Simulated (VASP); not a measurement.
# CuAu (P4/mmm) in VASP: settings compared, part 3 of 3

VASP 6.6.1.

## 6. Single point, PBE

Input file INCAR:

```
SYSTEM = CuAu
PREC = Accurate
ENCUT = 520
EDIFF = 1E-7
ISMEAR = 0
SIGMA = 0.1
LREAL = .False.
LASPH = .True.
NELM = 80
ALGO = Normal
ISIF = 2
LWAVE = .False.
LCHARG = .True.
GGA = PE
LELF = .True.
LVHAR = .True.
NBANDS = 18
```

Input file KPOINTS:

```
regular mesh
0
Gamma
  6 6 4
  0 0 0
```

Input file POSCAR:

```
CuAu
1.0
    2.8000000000      0.0000000000      0.0000000000
    0.0000000000      2.8000000000      0.0000000000
    0.0000000000      0.0000000000      3.6700000000
Cu Au
1 1
Direct
    0.5000000000      0.5000000000      0.5000000000
    0.0000000000      0.0000000000      0.0000000000
```

Potentials or basis: VASP PAW PBE potentials, release 64 (Cu, Au).

Run with:

```
cat potpaw_PBE.64/Cu/POTCAR potpaw_PBE.64/Au/POTCAR > POTCAR
mpirun -np 1 vasp_std > vasp.out
```

OUTCAR:

```text
SYSTEM = CuAu
   PREC = Accurate
   ENCUT = 520
   EDIFF = 1E-7
   ISMEAR = 0
   LREAL = .False.
   LASPH = .True.
   NELM = 80
   ISIF = 2
   GGA = PE

 ion  position               nearest neighbor table
   1  0.500  0.500  0.500-   2 2.70   2 2.70   2 2.70   2 2.70   2 2.70   2 2.70   2 2.70   2 2.70

   2  0.000  0.000  0.000-   1 2.70   1 2.70   1 2.70   1 2.70   1 2.70   1 2.70   1 2.70   1 2.70

  LATTYP: Found a simple tetragonal cell.
 ALAT       =     2.8000000000
 C/A-ratio  =     1.3107142857

  Lattice vectors:

 A1 = (   2.8000000000,   0.0000000000,   0.0000000000)
 A2 = (   0.0000000000,   2.8000000000,   0.0000000000)
 A3 = (   0.0000000000,   0.0000000000,   3.6700000000)

Analysis of symmetry for initial positions (statically):
=====================================================================
 Subroutine PRICEL returns:
 Original cell was already a primitive cell.

 Routine SETGRP: Setting up the symmetry group for a
 simple tetragonal supercell.

 Subroutine GETGRP returns: Found 16 space group operations
 (whereof 16 operations were pure point group operations)
 out of a pool of 16 trial point group operations.

The static configuration has the point symmetry D_4h.

Analysis of symmetry for dynamics (positions and initial velocities):
=====================================================================
[... 156 lines left out ...]

  energy without entropy =       -6.98272005  energy(sigma->0) =       -6.98713262

 E-fermi :   8.9237     XC(G=0): -12.7334

 val. band max:        8.8984987761   @ k =   0.5000   0.1667   0.0000
 cond. band min:       8.9336789088   @ k =   0.3333   0.1667   0.5000
 fundamental gap:      0.0351801327
 Fermi energy:         8.9237273219

 k-point     1 :       0.0000    0.0000    0.0000
  band No.  band energies     occupation
      1      -0.9721      2.00000
      2       2.2136      2.00000
      3       2.3646      2.00000
      4       4.7964      2.00000
      5       4.7964      2.00000
      6       5.8833      2.00000
[... 481 lines left out ...]
      5       4.7902      2.00000
      6       6.1831      2.00000
[... 10 lines left out ...]
     17      25.2294      0.00000
     18      28.0107      0.00000

 [... further k-points ...]
[... 5 lines left out ...]
  --------------------------------------------------------------------------------------
  -------------------------------------------------------------------------------------
  Total        1.4734555      1.4734555      0.8531822      0.0000000      0.0000000      0.0000000
  in kB       82.0475258     82.0475258     47.5083841      0.0000000      0.0000000      0.0000000
  external PRESSURE =      70.5344785 kB  Pullay stress =       0.0000000 kB

 VOLUME and BASIS-vectors are now :
 -----------------------------------------------------------------------------
  energy-cutoff  :      520.00
  volume of cell :       28.77
      direct lattice vectors                 reciprocal lattice vectors
     2.800000000  0.000000000  0.000000000     0.357142857  0.000000000  0.000000000
     0.000000000  2.800000000  0.000000000     0.000000000  0.357142857  0.000000000
     0.000000000  0.000000000  3.670000000     0.000000000  0.000000000  0.272479564

 POSITION                                       TOTAL-FORCE (eV/Angst)
 -----------------------------------------------------------------------------------
      1.40000      1.40000      1.83500         0.000000      0.000000      0.000000
      0.00000      0.00000      0.00000         0.000000      0.000000      0.000000
 -----------------------------------------------------------------------------------
    total drift:                                0.000000      0.000000     -0.000000

  FREE ENERGIE OF THE ION-ELECTRON SYSTEM (eV)
  ---------------------------------------------------
  free  energy   TOTEN  =        -6.9915452025 eV

  energy  without entropy=       -6.9827200457  energy(sigma->0) =       -6.98713262
```

It took 13 s on 1 thread of Intel Xeon Platinum 8488C (Sapphire Rapids), shared host; peak memory 0.15 GiB.

What came out:

- Free energy: -6.9915 eV
- Pressure: 7.1 GPa
- Band gap on the k mesh: zero (band 11 reaches 14.33 eV, above the bottom of band 12 at 6.91 eV)

Stress tensor (GPa, compression positive):
```
8.20 0.00 0.00
0.00 8.20 0.00
0.00 0.00 4.75
```

Levels at points of the mesh, in eV from the Fermi level:
```
           k point  band 9  band 10  band 11  band 12  band 13  band 14
(0.00, 0.00, 0.00)   -1.72    -1.49    -1.49     2.08     8.13    10.06
(0.50, 0.00, 0.00)   -2.44    -2.23    -0.88    -0.14     9.46     9.55
(0.50, 0.50, 0.00)   -1.39    -1.39     0.62     0.62     5.21     6.94
(0.00, 0.00, 0.50)   -2.38    -2.36    -2.36    -2.01    14.39    14.66
(0.50, 0.00, 0.50)   -1.62    -1.58    -1.10    -1.10     2.71     4.45
(0.50, 0.50, 0.50)   -1.66    -1.66     5.41     5.52     5.52     6.25
```

Caveat: the k points lie up to 0.43 Å⁻¹ apart; spin-orbit coupling is left out, which moves the levels of the heavy elements.

## 7. The runs side by side

| task | level | cell | k mesh | cutoff (eV) | gap on the mesh (eV) | pressure (GPa) |
| --- | --- | --- | --- | --- | --- | --- |
| relaxation of cell and atoms | PBE | relaxed from a = 2.800, b = 2.800, c = 3.670 Å, 2 atoms | 2 × 2 × 1, shifted | 600 | none | -0.1 |
| single point | revPBE | a = 2.537, b = 2.537, c = 3.326 Å, 2 atoms | 6 × 6 × 4 | 520 | none | 122.9 |
| single point | PBE | a = 2.800, b = 2.800, c = 3.670 Å, 2 atoms | 6 × 6 × 4 | 520 | none | 7.1 |

Alike in all rows: potentials or basis VASP PAW PBE potentials, release 64 (Cu, Au); no spin polarisation; smearing gaussian 0.1 eV.

Caveats: all runs use coarse meshes; spin-orbit coupling is left out, which moves the levels of the heavy elements; the PAW data sets were made with another functional, which shifts forces and pressure a little (some runs).

Absolute energies hang on the potentials; compare differences alone.
